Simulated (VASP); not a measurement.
# Co (P6_3/mmc) in VASP: a series of runs

The runs below take Co through electric field gradients, with LDA.

All numbers are computed with VASP 6.6.1; they aren't measurements. Logs are shortened: lines on timing, memory, paths and dates and some standing lists are left out, and cuts for length are marked.

## Step 1: The cell of the first run

The structure is hexagonal, space group P6_3/mmc (No. 194). The conventional cell has a = 2.430 Å, b = 2.430 Å, c = 3.953 Å, α = 90.00°, β = 90.00°, γ = 120.00°. Within 3.2 Å of Co (site symmetry -6m2) lie 12 Co at 2.42 to 2.43 Å.

## Step 2: Electric field gradients, LDA, collinear spin, ferromagnetic start (volume scaled by 0.95)

Input file INCAR:

```
SYSTEM = Co
  ALGO = Normal
  EDIFF = 1E-8
  ENCUT = 520
  GGA = CA
  ISIF = 2
  ISMEAR = -1
  ISPIN = 2
  LASPH = .TRUE.
  LCHARG = .FALSE.
  LEFG = .TRUE.
  LMAXMIX = 4
  LORBIT = 11
  LREAL = .FALSE.
  LWAVE = .FALSE.
  MAGMOM = 2 2
  NBANDS = 20
  NELM = 150
  PREC = Accurate
  SIGMA = 0.03
```

Input file KPOINTS:

```
k-points
0
G
  17 17 9
  0 0 0
```

Input file POSCAR:

```
Co
1.0
    2.4300935040      0.0000000000      0.0000000000
   -1.2150467520      2.1045227081      0.0000000000
    0.0000000000      0.0000000000      3.9529759265
Co
2
Direct
    0.3333333333      0.6666666667      0.2500000000
    0.6666666667      0.3333333333      0.7500000000
```

Potentials or basis: VASP PAW LDA potentials, release 64 (Co).

The run is started by

```sh
cat potpaw_LDA.64/Co/POTCAR > POTCAR
mpirun -np 1 vasp_std > vasp.out
```

OUTCAR:

```text
SYSTEM = Co
   EDIFF = 1E-8
   ENCUT = 520
   GGA = CA
   ISIF = 2
   ISMEAR = -1
   ISPIN = 2
   LASPH = .TRUE.
   LORBIT = 11
   LREAL = .FALSE.
   NELM = 150
   PREC = Accurate

 ion  position               nearest neighbor table
   1  0.333  0.667  0.250-   2 2.42   2 2.42   2 2.42   2 2.42   2 2.42   2 2.42
   2  0.667  0.333  0.750-   1 2.42   1 2.42   1 2.42   1 2.42   1 2.42   1 2.42

  LATTYP: Found a hexagonal cell.
 ALAT       =     2.4300935040
 C/A-ratio  =     1.6266764715

  Lattice vectors:

 A1 = (   2.4300935040,   0.0000000000,   0.0000000000)
 A2 = (  -1.2150467520,   2.1045227081,   0.0000000000)
 A3 = (   0.0000000000,   0.0000000000,   3.9529759265)

Analysis of symmetry for initial positions (statically):
=====================================================================
 Subroutine PRICEL returns:
 Original cell was already a primitive cell.

 Routine SETGRP: Setting up the symmetry group for a
 hexagonal supercell.

 Subroutine GETGRP returns: Found 24 space group operations
 (whereof 12 operations were pure point group operations)
 out of a pool of 24 trial point group operations.

The static configuration has the point symmetry D_3d.
 The point group associated with its full space group is D_6h.

Analysis of symmetry for dynamics (positions and initial velocities):
=====================================================================
 Subroutine PRICEL returns:
 Original cell was already a primitive cell.

 Routine SETGRP: Setting up the symmetry group for a
 hexagonal supercell.

 Subroutine GETGRP returns: Found 24 space group operations
 (whereof 12 operations were pure point group operations)
 out of a pool of 24 trial point group operations.

The dynamic configuration has the point symmetry D_3d.
 The point group associated with its full space group is D_6h.

Analysis of structural, dynamic, and magnetic symmetry:
=====================================================================
 Subroutine PRICEL returns:
 Original cell was already a primitive cell.

 Routine SETGRP: Setting up the symmetry group for a
 hexagonal supercell.

 Subroutine GETGRP returns: Found 24 space group operations
 (whereof 12 operations were pure point group operations)
 out of a pool of 24 trial point group operations.

The overall configuration has the point symmetry D_3d.
 The point group associated with its full space group is D_6h.

[... 161 lines left out ...]
      5       8.4195      1.00000
      6       8.7699      1.00000
[... 541 lines left out ...]
     19      34.4188      0.00000
     20      40.1612      0.00000

 [... further k-points ...]

 spin component 2

 k-point     1 :       0.0000    0.0000    0.0000
  band No.  band energies     occupation
      1       1.8140      1.00000
      2       6.4102      1.00000
      3       9.7240      1.00000
      4       9.7820      1.00000
      5       9.7820      1.00000
      6      10.1758      1.00000
[... 541 lines left out ...]
     19      34.8129      0.00000
     20      40.5272      0.00000

 [... further k-points ...]
[... 5 lines left out ...]
  --------------------------------------------------------------------------------------
  -------------------------------------------------------------------------------------
  Total       -0.3686940     -0.3686940     -0.7248584      0.0000000      0.0000000     -0.0000000
  in kB      -29.2197054    -29.2197054    -57.4464256      0.0000000      0.0000000     -0.0000000
  external PRESSURE =     -38.6286121 kB  Pullay stress =       0.0000000 kB

 VOLUME and BASIS-vectors are now :
 -----------------------------------------------------------------------------
  energy-cutoff  :      520.00
  volume of cell :       20.22
      direct lattice vectors                 reciprocal lattice vectors
     2.430093504  0.000000000  0.000000000     0.411506799  0.237583561  0.000000000
    -1.215046752  2.104522708  0.000000000     0.000000000  0.475167123  0.000000000
     0.000000000  0.000000000  3.952975927     0.000000000  0.000000000  0.252973967

 POSITION                                       TOTAL-FORCE (eV/Angst)
 -----------------------------------------------------------------------------------
     -0.00000      1.40302      0.98824        -0.000000      0.000000      0.000000
      1.21505      0.70151      2.96473         0.000000      0.000000      0.000000
 -----------------------------------------------------------------------------------
    total drift:                                0.000000      0.000000     -0.000000

  FREE ENERGIE OF THE ION-ELECTRON SYSTEM (eV)
  ---------------------------------------------------
  free  energy   TOTEN  =       -16.2489738665 eV

  energy  without entropy=      -16.2434016150  energy(sigma->0) =      -16.24618774

 Electric field gradients (V/A^2)
---------------------------------------------------------------------
 ion       V_xx      V_yy      V_zz      V_xy      V_xz      V_yz
---------------------------------------------------------------------
   1       2.014     2.016    -4.030     0.001     0.000    -0.000
   2       2.014     2.016    -4.030     0.001    -0.000     0.000
---------------------------------------------------------------------

 Electric field gradients after diagonalization (V/A^2)
 (convention: |V_zz| > |V_xx| > |V_yy|)
----------------------------------------------------------------------
 ion       V_xx      V_yy      V_zz     asymmetry (V_yy - V_xx)/ V_zz
----------------------------------------------------------------------
   1       2.016     2.013    -4.030       0.001
   2       2.016     2.013    -4.030       0.001
----------------------------------------------------------------------

           NMR quadrupolar parameters

 Cq : quadrupolar parameter    Cq=e*Q*V_zz/h
 eta: asymmetry parameters     (V_yy - V_xx)/ V_zz
 Q  : nuclear electric quadrupole moment in mb (millibarn)
----------------------------------------------------------------------
 ion       Cq(MHz)       eta       Q (mb)
----------------------------------------------------------------------
   1      -0.010       0.001       1.000
   2      -0.010       0.001       1.000
----------------------------------------------------------------------

 total charge

# of ion       s       p       d       tot
------------------------------------------
    1        0.518   0.579   7.331   8.429
    2        0.518   0.579   7.331   8.429
--------------------------------------------------
tot          1.037   1.159  14.662  16.857

 magnetization (x)

# of ion       s       p       d       tot
------------------------------------------
    1       -0.013  -0.039   1.535   1.483
    2       -0.013  -0.039   1.535   1.483
--------------------------------------------------
tot         -0.027  -0.077   3.070   2.966
```

Run time: 72 s. Hardware: 1 thread of Intel Xeon 6975P-C (Granite Rapids), shared host; peak memory 0.19 GiB.

What came out:

* Free energy: -16.2490 eV
* Pressure: -3.9 GPa
* Net moment: 2.98 μB per cell
* Site moments: Co +1.48 μB
* Valence electrons inside the program's atomic spheres: Co 8.43

Electric field gradients, principal values (V/Å²):
| atom | least | middle | greatest (by size) |
| --- | --- | --- | --- |
| 1 Co | 2.013 | 2.016 | -4.030 |
| 2 Co | 2.013 | 2.016 | -4.030 |

Caveat: without QUAD_EFG the Cq values of the log hold for a quadrupole moment of 1 mb, not for the nuclei.

## Step 3: Electric field gradients, LDA, collinear spin, ferromagnetic start (volume scaled by 0.975)

Input file INCAR:

```
SYSTEM = Co
ALGO     = Normal         ! electronic algorithm
EDIFF    = 1E-8           ! SCF threshold, eV
ENCUT    = 520            ! plane-wave cutoff, eV
ISIF     = 2              ! what is computed and relaxed
ISMEAR   = -1             ! smearing method
ISPIN    = 2              ! spin polarisation
LASPH    = .TRUE.         ! aspherical terms in the spheres
LCHARG   = .FALSE.        ! write CHGCAR
LEFG     = .TRUE.       
LMAXMIX  = 4              ! l up to which the mixer works
LORBIT   = 11             ! projections on sites
LREAL    = .FALSE.        ! projectors in reciprocal space
LWAVE    = .FALSE.        ! write WAVECAR
MAGMOM   = 2 2            ! initial moments
NBANDS   = 20             ! bands
NELM     = 150            ! most SCF steps
PREC     = Accurate       ! precision mode
SIGMA    = 0.03           ! smearing width, eV
```

KPOINTS is that of step 2.

Input file POSCAR:

```
Co
1.0
    2.4512258126      0.0000000000      0.0000000000
   -1.2256129063      2.1228238241      0.0000000000
    0.0000000000      0.0000000000      3.9873513556
Co
2
Direct
    0.3333333333      0.6666666667      0.2500000000
    0.6666666667      0.3333333333      0.7500000000
```

Potentials or basis: VASP PAW LDA potentials, release 64 (Co).

The run is started by

```sh
cat potpaw_LDA.64/Co/POTCAR > POTCAR
mpirun -np 1 vasp_std > vasp.out
```

OUTCAR:

```text
SYSTEM = Co
   EDIFF = 1E-8
   ENCUT = 520
   ISIF = 2
   ISMEAR = -1
   ISPIN = 2
   LASPH = .TRUE.
   LORBIT = 11
   LREAL = .FALSE.
   NELM = 150
   PREC = Accurate

 ion  position               nearest neighbor table
   1  0.333  0.667  0.250-   2 2.44   2 2.44   2 2.44   2 2.44   2 2.44   2 2.44
   2  0.667  0.333  0.750-   1 2.44   1 2.44   1 2.44   1 2.44   1 2.44   1 2.44

  LATTYP: Found a hexagonal cell.
 ALAT       =     2.4512258126
 C/A-ratio  =     1.6266764715

  Lattice vectors:

 A1 = (   2.4512258126,   0.0000000000,   0.0000000000)
 A2 = (  -1.2256129063,   2.1228238241,   0.0000000000)
 A3 = (   0.0000000000,   0.0000000000,   3.9873513556)

Analysis of symmetry for initial positions (statically):
[... 1350 lines left out ...]
----------------------------------------------------------------------
 ion       V_xx      V_yy      V_zz     asymmetry (V_yy - V_xx)/ V_zz
----------------------------------------------------------------------
   1       1.846     1.843    -3.689       0.001
   2       1.846     1.843    -3.689       0.001
----------------------------------------------------------------------

           NMR quadrupolar parameters

 Cq : quadrupolar parameter    Cq=e*Q*V_zz/h
 eta: asymmetry parameters     (V_yy - V_xx)/ V_zz
 Q  : nuclear electric quadrupole moment in mb (millibarn)
----------------------------------------------------------------------
 ion       Cq(MHz)       eta       Q (mb)
----------------------------------------------------------------------
   1      -0.009       0.001       1.000
   2      -0.009       0.001       1.000
----------------------------------------------------------------------

 total charge

# of ion       s       p       d       tot
------------------------------------------
    1        0.507   0.555   7.310   8.372
    2        0.507   0.555   7.310   8.372
--------------------------------------------------
tot          1.014   1.111  14.620  16.745

 magnetization (x)

# of ion       s       p       d       tot
------------------------------------------
    1       -0.013  -0.038   1.565   1.514
    2       -0.013  -0.038   1.565   1.514
--------------------------------------------------
tot         -0.026  -0.077   3.130   3.027
```

stdout:

```text
POSCAR found type information on POSCAR Co
 POSCAR found :  1 types and       2 ions
 scaLAPACK will be used
 LDA part: xc-table for (Slater(with rela. corr.)+CA(PZ))
 , standard interpolation
 POSCAR, INCAR and KPOINTS ok, starting setup
 FFT: planning ... GRIDC
 FFT: planning ... GRID_SOFT
 FFT: planning ... GRID
 WAVECAR not read
 entering main loop
ion   1

ion   2
```

It took 60 s on 1 thread of Intel Xeon 6975P-C (Granite Rapids), shared host; peak memory 0.19 GiB.

What came out:

- Free energy: -16.2258 eV
- Pressure: -10.0 GPa
- Net moment: 3.03 μB per cell
- Site moments: Co +1.51 μB
- Valence electrons inside the program's atomic spheres: Co 8.37

Electric field gradients, principal values (V/Å²):
```tsv
atom	least	middle	greatest (by size)
1 Co	1.843	1.846	-3.689
2 Co	1.843	1.846	-3.689
```

Caveat: without QUAD_EFG the Cq values of the log hold for a quadrupole moment of 1 mb, not for the nuclei.
